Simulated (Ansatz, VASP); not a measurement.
# Nb3Sn: VASP beside Ansatz

File POSCAR:

```
Nb3Sn
1.0
    5.3191375837      0.0000000000      0.0000000000
    0.0000000000      5.3191375837      0.0000000000
    0.0000000000      0.0000000000      5.3191375837
Nb Sn
6 2
Direct
    0.2500000000      0.0000000000      0.5000000000
    0.5000000000      0.7500000000      0.0000000000
    0.7500000000      0.0000000000      0.5000000000
    0.5000000000      0.2500000000      0.0000000000
    0.0000000000      0.5000000000      0.7500000000
    0.0000000000      0.5000000000      0.2500000000
    0.0000000000      0.0000000000      0.0000000000
    0.5000000000      0.5000000000      0.5000000000
```

INCAR.step1

```
SYSTEM = Nb3Sn
ALGO = Normal ; EDIFF = 1E-4
ENCUT = 520 ; GGA = PE
ISMEAR = 0 ; LASPH = .TRUE.
LCHARG = .FALSE. ; LREAL = .FALSE.
LWAVE = .TRUE. ; NBANDS = 63
NELM = 80 ; PREC = Accurate
SIGMA = 0.1
```

File INCAR.step2:

```
SYSTEM = Nb3Sn
ALGO = Normal ; EDIFF = 1E-7
ENCUT = 520 ; ISIF = 2
ISMEAR = 0 ; ISTART = 1
LASPH = .TRUE. ; LCHARG = .FALSE.
LMIXTAU = .TRUE. ; LREAL = .FALSE.
LWAVE = .FALSE. ; METAGGA = R2SCAN
NBANDS = 63 ; NELM = 80
PREC = Accurate ; SIGMA = 0.1
```

KPOINTS

```
k-points
0
G
  8 8 8
  0 0 0
```

Input for Ansatz:

```yaml
crystal:
  lattice:
    - [5.3191375837, 0.0, 0.0]
    - [0.0, 5.3191375837, 0.0]
    - [0.0, 0.0, 5.3191375837]
  atoms:
    - { symbol: Nb, position: [0.25, 0.0, 0.5] }
    - { symbol: Nb, position: [0.5, 0.75, 0.0] }
    - { symbol: Nb, position: [0.75, 0.0, 0.5] }
    - { symbol: Nb, position: [0.5, 0.25, 0.0] }
    - { symbol: Nb, position: [0.0, 0.5, 0.75] }
    - { symbol: Nb, position: [0.0, 0.5, 0.25] }
    - { symbol: Sn, position: [0.0, 0.0, 0.0] }
    - { symbol: Sn, position: [0.5, 0.5, 0.5] }
basis:
  ecutwfc: 500
kpoints:
  mp_grid: { grid: [8, 8, 8] }
  band_path:
    path:
      - [[0.0, 0.0, 0.0], [0.0, 0.5, 0.0], [0.5, 0.5, 0.0], [0.0, 0.0, 0.0], [0.5, 0.5, 0.5], [0.0, 0.5, 0.0]]
      - [[0.5, 0.5, 0.5], [0.5, 0.5, 0.0]]
    npoints: 14
hamiltonian:
  xc: r2scan
scf:
  occupations: { method: gaussian, width: 0.1 }
  n_extra_bands: 20
output:
  forces: true
  stress: true
  eigenvalues: true
  populations: true
  dos: { projected: true, de: 0.02, nscf_kmesh: { grid: [12, 12, 12] } }
  bader: true
  write_density: true
  write_potential: true
  elf: true
  volumetric_format: npy
```

Alike in both runs: task single point; functional r2SCAN; k mesh 8 × 8 × 8; occupations gaussian, width 0.1 eV; no spin polarisation.

|  | VASP | Ansatz |
| --- | --- | --- |
| version | VASP 6.6.1 | Ansatz 0.2.0 |
| potentials or method | VASP PAW PBE potentials, release 64 (Nb_sv, Sn_d), cutoff 520 eV | scalar-relativistic, plane waves, PAW |
| valence electrons in the cell | 106 | 106 |

```csv
,VASP,Ansatz,Ansatz less VASP
gap on the k mesh at the Fermi level (eV),none,none,-
pressure (GPa),-1.5,-1.4,+0.11
```

VASP's potentials were made for PBE, not for r2SCAN. A gap of «none» marks a metal or a gap that the smearing closes. With one functional, cell and mesh, what is left measures potentials, basis and numerics.
